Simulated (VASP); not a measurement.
# AlNi3 (Fm-3m) in VASP: notebook, part 2 of 2

VASP 6.6.1.

## 4. Single point, LDA

This run uses another cell than the first one, of 11.41 Å³/atom.

File INCAR:

```
SYSTEM = AlNi3
PREC = Accurate
ENCUT = 520
EDIFF = 1E-7
ISMEAR = 0
SIGMA = 0.1
LREAL = .False.
LASPH = .True.
NELM = 80
ALGO = Normal
ISIF = 2
LWAVE = .False.
LCHARG = .False.
NBANDS = 24
```

File KPOINTS:

```
Automatic mesh
0
Gamma
  14 14 14
  0 0 0
```

File POSCAR:

```
AlNi3
1.0
    0.0000000000      2.8361718561      2.8361718561
    2.8361718561      0.0000000000      2.8361718561
    2.8361718561      2.8361718561      0.0000000000
Al Ni
1 3
Direct
    0.5000000000      0.5000000000      0.5000000000
    0.2500000000      0.2500000000      0.2500000000
    0.0000000000      0.0000000000      0.0000000000
    0.7500000000      0.7500000000      0.7500000000
```

Potentials or basis: VASP PAW LDA potentials, release 64 (Al, Ni).

Launch:

```sh
cat potpaw_LDA.64/Al/POTCAR potpaw_LDA.64/Ni/POTCAR > POTCAR
mpirun -np 1 vasp_std > vasp.out
```

OUTCAR:

```text
SYSTEM = AlNi3
   PREC = Accurate
   ENCUT = 520
   EDIFF = 1E-7
   ISMEAR = 0
   LREAL = .False.
   LASPH = .True.
   NELM = 80
   ISIF = 2

 ion  position               nearest neighbor table
   1  0.500  0.500  0.500-   2 2.46   2 2.46   2 2.46   2 2.46   4 2.46   4 2.46   4 2.46   4 2.46
                             3 2.84   3 2.84   3 2.84   3 2.84   3 2.84   3 2.84
   2  0.250  0.250  0.250-   3 2.46   3 2.46   3 2.46   1 2.46   3 2.46   1 2.46   1 2.46   1 2.46
                             4 2.84   4 2.84   4 2.84   4 2.84   4 2.84   4 2.84
   3  0.000  0.000  0.000-   4 2.46   4 2.46   4 2.46   2 2.46   4 2.46   2 2.46   2 2.46   2 2.46
                             1 2.84   1 2.84   1 2.84   1 2.84   1 2.84   1 2.84
   4  0.750  0.750  0.750-   1 2.46   1 2.46   1 2.46   1 2.46   3 2.46   3 2.46   3 2.46   3 2.46
                             2 2.84   2 2.84   2 2.84   2 2.84   2 2.84   2 2.84

  LATTYP: Found a face centered cubic cell.
 ALAT       =     5.6723437122

  Lattice vectors:

 A1 = (   0.0000000000,   2.8361718561,   2.8361718561)
 A2 = (   2.8361718561,   0.0000000000,   2.8361718561)
 A3 = (   2.8361718561,   2.8361718561,   0.0000000000)

Analysis of symmetry for initial positions (statically):
=====================================================================
 Subroutine PRICEL returns:
 Original cell was already a primitive cell.

 Routine SETGRP: Setting up the symmetry group for a
 face centered cubic supercell.

 Subroutine GETGRP returns: Found 48 space group operations
 (whereof 48 operations were pure point group operations)
 out of a pool of 48 trial point group operations.

The static configuration has the point symmetry O_h .

Analysis of symmetry for dynamics (positions and initial velocities):
=====================================================================
 Subroutine PRICEL returns:
 Original cell was already a primitive cell.

 Routine SETGRP: Setting up the symmetry group for a
 face centered cubic supercell.

 Subroutine GETGRP returns: Found 48 space group operations
 (whereof 48 operations were pure point group operations)
 out of a pool of 48 trial point group operations.

The dynamic configuration has the point symmetry O_h .

 Subroutine INISYM returns: Found 48 space group operations
 (whereof 48 operations are pure point group operations),
 and found     1 'primitive' translations

----------------------------------------------------------------------------------------

                                     Primitive cell

  volume of cell :      45.6276

  direct lattice vectors                    reciprocal lattice vectors
     0.000000000  2.836171856  2.836171856    -0.176293971  0.176293971  0.176293971
     2.836171856  0.000000000  2.836171856     0.176293971 -0.176293971  0.176293971
     2.836171856  2.836171856  0.000000000     0.176293971  0.176293971 -0.176293971

  length of vectors
     4.010952704  4.010952704  4.010952704     0.305350115  0.305350115  0.305350115

  position of ions in fractional coordinates (direct lattice)
     0.500000000  0.500000000  0.500000000
     0.250000000  0.250000000  0.250000000
     0.000000000  0.000000000  0.000000000
     0.750000000  0.750000000  0.750000000

  ion indices of the primitive-cell ions
   primitive index   ion index
                 1           1
                 2           2
                 3           3
[... 31 lines left out ...]
  0.071429  0.000000  0.000000      8.000000
  0.142857  0.000000  0.000000      8.000000
  0.214286  0.000000  0.000000      8.000000
  0.285714  0.000000  0.000000      8.000000
  0.357143  0.000000  0.000000      8.000000
[... 16 lines left out ...]
  0.214286  0.142857  0.000000     24.000000
  0.285714  0.142857  0.000000     24.000000
 [... further k-points ...]
   k-points           NKPTS =    104   k-points in BZ     NKDIM =    104   number of bands    NBANDS=     24
   number of dos      NEDOS =    301   number of ions     NIONS =      4
   total plane-waves  NPLWV =  27000
   dimension x,y,z NGX =    30 NGY =   30 NGZ =   30
   dimension x,y,z NGXF=    60 NGYF=   60 NGZF=   60
   ions per type =               1   3
   NGX,Y,Z   is equivalent  to a cutoff of  12.43, 12.43, 12.43 a.u.
   NGXF,Y,Z  is equivalent  to a cutoff of  24.87, 24.87, 24.87 a.u.
 SYSTEM =  AlNi3
   PREC   = accura    normal or accurate (medium, high low for compatibility)
   ISTART =      0    job   : 0-new  1-cont  2-samecut
   ICHARG =      2    charge: 1-file 2-atom 10-const
   ISPIN  =      1    spin polarized calculation?
   LNONCOLLINEAR =      F non collinear calculations
   LSORBIT =      F    spin-orbit coupling
   LASPH  =      T    aspherical Exc in radial PAW
   ENCUT  =  520.0 eV  38.22 Ry    6.18 a.u.   7.46  7.46  7.46*2*pi/ulx,y,z
   NELM   =     80;   NELMIN=  2; NELMDL= -5     # of ELM steps
   EDIFF  = 0.1E-06   stopping-criterion for ELM
   LREAL  =      F    real-space projection
   EDIFFG = 0.1E-05   stopping-criterion for IOM
   NSW    =      0    number of steps for IOM
   IBRION =     -1    ionic relax: 0-MD 1-quasi-New 2-CG
   NFREE  =      0    steps in history (QN), initial steepest desc. (CG)
   ISIF   =      2    stress and relaxation
   ISYM   =      2    0-nonsym 1-usesym 2-fastsym
   POTIM  = 0.5000    time-step for ionic-motion
   TEBEG  =    0.0;   TEEND  =   0.0 temperature during run
   PSTRESS=    0.0 pullay stress
   NELECT =      33.0000    total number of electrons
   NUPDOWN=      -1.0000    fix difference up-down
   EMIN   =  10.00;   EMAX   =-10.00  energy-range for DOS
   EFERMI =   0.00;   METHOD = LEGACY
   ISMEAR =     0;   SIGMA  =   0.10  broadening in eV -4-tet -1-fermi 0-gaus
   EFERMI_NEDOS =   21; number of points for ismear=-14 and -15
   IALGO  =     38    algorithm
   IMIX   =      4    mixing-type and parameters
     AMIX     =   0.40;   BMIX     =  1.00
     AMIX_MAG =   1.60;   BMIX_MAG =  1.00
  volume/ion in A,a.u.               =      11.41        76.98
  Fermi-wavevector in a.u.,A,eV,Ry     =   1.469502  2.776957 29.380924  2.159437
  Thomas-Fermi vector in A             =   2.584872
   LORBIT       =      0    0 simple, 1 ext, 2 COOP (PROOUT), +10 PAW based schemes
   GGA     = CA    functional components
   LHFCALC =     F    Hartree Fock is set to
   AEXX    =    0.0000 exact exchange contribution
   IVDW    =     0    specifies the selected vdW correction
   LEPSILON=     F    determine dielectric tensor
   LRPA    =     F    only Hartree local field effects (RPA)
 non-spin polarized calculation
 Gauss-broadening in eV      SIGMA  =   0.10
  energy-cutoff  :      520.00
  volume of cell :       45.63
 maximum number of plane-waves:      1246
 NGX is ok and might be reduce to    30
   NGX = 15   NGY = 15   NGZ = 15

 number of electron      32.9999984 magnetization

 Free energy of the ion-electron system (eV)
  ---------------------------------------------------
  ext. energy  EPLUGINS =         0.00000000
  ---------------------------------------------------
  free energy    TOTEN  =       -25.47970860 eV

  energy without entropy =      -25.46614671  energy(sigma->0) =      -25.47292765

 E-fermi :   9.1603     XC(G=0): -12.9213

 val. band max:        9.1578044782   @ k =  -0.4286   0.4286   0.0000
 cond. band min:       9.1761590089   @ k =   0.5000   0.2143   0.0714
 fundamental gap:      0.0183545307
 Fermi energy:         9.1603235242

 k-point     1 :       0.0000    0.0000    0.0000
  band No.  band energies     occupation
      1      -0.7293      2.00000
      2       5.7527      2.00000
      3       5.7527      2.00000
      4       5.8476      2.00000
      5       5.8476      2.00000
      6       5.8476      2.00000
[... 637 lines left out ...]
     23      16.7144      0.00000
     24      18.5954      0.00000

 [... further k-points ...]

------------------------ aborting loop because EDIFF is reached ----------------------------------------

  FORCE on cell =-STRESS in cart. coord.  units (eV):
  Direction    XX          YY          ZZ          XY          YZ          ZX
  --------------------------------------------------------------------------------------
  -------------------------------------------------------------------------------------
  Total       -3.7883646     -3.7883646     -3.7883646     -0.0000000     -0.0000000      0.0000000
  in kB     -133.0254476   -133.0254476   -133.0254476     -0.0000000     -0.0000000      0.0000000
  external PRESSURE =    -133.0254476 kB  Pullay stress =       0.0000000 kB

 VOLUME and BASIS-vectors are now :
 -----------------------------------------------------------------------------
  energy-cutoff  :      520.00
  volume of cell :       45.63
      direct lattice vectors                 reciprocal lattice vectors
     0.000000000  2.836171856  2.836171856    -0.176293971  0.176293971  0.176293971
     2.836171856  0.000000000  2.836171856     0.176293971 -0.176293971  0.176293971
     2.836171856  2.836171856  0.000000000     0.176293971  0.176293971 -0.176293971

 POSITION                                       TOTAL-FORCE (eV/Angst)
 -----------------------------------------------------------------------------------
      2.83617      2.83617      2.83617         0.000000     -0.000000      0.000000
      1.41809      1.41809      1.41809         0.000000      0.000000      0.000000
      0.00000      0.00000      0.00000         0.000000     -0.000000      0.000000
      4.25426      4.25426      4.25426        -0.000000     -0.000000     -0.000000
 -----------------------------------------------------------------------------------
    total drift:                                0.000000     -0.000000      0.000000

  FREE ENERGIE OF THE ION-ELECTRON SYSTEM (eV)
  ---------------------------------------------------
  free  energy   TOTEN  =       -25.4797085958 eV

  energy  without entropy=      -25.4661467136  energy(sigma->0) =      -25.47292765
```

OSZICAR:

```text
N       E                     dE             d eps       ncg     rms          rms(c)
DAV:   1     0.186012409847E+03    0.18601E+03   -0.14327E+04  5040   0.175E+03
DAV:   2    -0.198123375460E+02   -0.20582E+03   -0.19409E+03  4992   0.320E+02
DAV:   3    -0.288813419788E+02   -0.90690E+01   -0.86161E+01  6144   0.929E+01
DAV:   4    -0.290158822140E+02   -0.13454E+00   -0.13446E+00  6072   0.991E+00
DAV:   5    -0.290198434814E+02   -0.39613E-02   -0.39612E-02  6336   0.153E+00    0.178E+01
DAV:   6    -0.291803503178E+02   -0.16051E+00   -0.37073E+01  5816   0.106E+02    0.175E+01
DAV:   7    -0.256966572881E+02    0.34837E+01   -0.11450E+01  5896   0.732E+01    0.698E+00
DAV:   8    -0.257087549791E+02   -0.12098E-01   -0.16733E+00  5592   0.393E+01    0.516E+00
DAV:   9    -0.254969720234E+02    0.21178E+00   -0.24366E-01  6680   0.160E+01    0.115E+00
DAV:  10    -0.254795576147E+02    0.17414E-01   -0.64337E-02  7592   0.411E+00    0.300E-01
DAV:  11    -0.254797248313E+02   -0.16722E-03   -0.80277E-03  5832   0.157E+00    0.114E-01
DAV:  12    -0.254797811899E+02   -0.56359E-04   -0.66593E-04  6032   0.620E-01    0.116E-01
DAV:  13    -0.254797086130E+02    0.72577E-04   -0.14336E-04  6232   0.387E-01    0.788E-03
DAV:  14    -0.254797096882E+02   -0.10752E-05   -0.23378E-05  7344   0.759E-02    0.153E-02
DAV:  15    -0.254797086174E+02    0.10708E-05   -0.41953E-06  5528   0.572E-02    0.328E-03
DAV:  16    -0.254797085958E+02    0.21566E-07   -0.52731E-07  5008   0.151E-02
   1 F= -.25479709E+02 E0= -.25472928E+02  d E =-.135619E-01
```

It took 2 min on 1 thread of Intel Xeon Platinum 8259CL at 2.50GHz (Skylake/Cascade Lake), shared host; peak memory 0.21 GiB.

What came out:

```yaml
Free_energy: -25.4797 eV
Pressure: -13.3 GPa
Band_gap_on_the_k_mesh: zero (an odd number of electrons rules out a gap without spin polarisation)
```

Caveat: the cell stands under tension.

## 5. Summary

```tsv
task	level	potentials or basis	cell	cutoff (eV)	gap on the mesh (eV)	pressure (GPa)
relaxation of cell and atoms	PBE	VASP PAW PBE potentials, release 64 (Al, Ni)	relaxed from a = 3.962 Å, angles 60.0°, 4 atoms	600	none	0.0
single point	PBE	VASP PAW PBE potentials, release 64 (Al, Ni)	a = 4.011 Å, angles 60.0°, 4 atoms	520	none	0.0
single point	LDA	VASP PAW LDA potentials, release 64 (Al, Ni)	a = 4.011 Å, angles 60.0°, 4 atoms	520	none	-13.3
```

Alike in all rows: no spin polarisation; k mesh 14 × 14 × 14; smearing gaussian 0.1 eV.

Caveats: the cell stands under tension (at least some runs).

Absolute energies hang on the potentials; compare differences alone.
